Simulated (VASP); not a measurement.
# Y: single point with PBEsol

Y, a wire with vacuum:

```
Y
1.0
     9.00000    0.00000    0.00000
     0.00000    9.30000    0.00000
     0.00000    0.00000    3.13216
Y
1
Cartesian
  4.5000 4.6500 0.0000
```

```yaml
Program: VASP 6.6.1
Task: single point
Functional: PBEsol
Potentials_or_basis: VASP PAW PBE potentials, release 64 (Y_sv)
Cutoff: 520 eV
k_mesh: 1 × 1 × 21
Occupations: gaussian, width 0.05 eV
Spin: collinear spin, ferromagnetic start
Starting_moments: "[1.5] μB"
Dipole_correction: no
Further_INCAR_settings: ALGO = Normal; EDIFF = 1e-07; NBANDS = 16
```

The net moment is 1.52 μB per cell and the site moments are Y +0.88 μB. The valence electrons inside the program's atomic spheres are Y 9.30.

Levels at points of the mesh, in eV from the Fermi level:
Spin up:
| k point | band 4 | band 5 | band 6 | band 7 | band 8 | band 9 |
| --- | --- | --- | --- | --- | --- | --- |
| (0.00, 0.00, 0.00) | -23.48 | -3.10 | -0.63 | 0.11 | 0.16 | 0.52 |
Spin down:
```csv
k point,band 3,band 4,band 5,band 6,band 7,band 8
"(0.00, 0.00, 0.00)",-23.88,-22.83,-2.03,0.12,0.69,0.75
```

It took 3.6 min on 1 thread of Intel(R) Xeon(R) Platinum 8259CL CPU @ 2.50GHz (Skylake/Cascade Lake), on a shared host, peak memory 0.45 GiB.
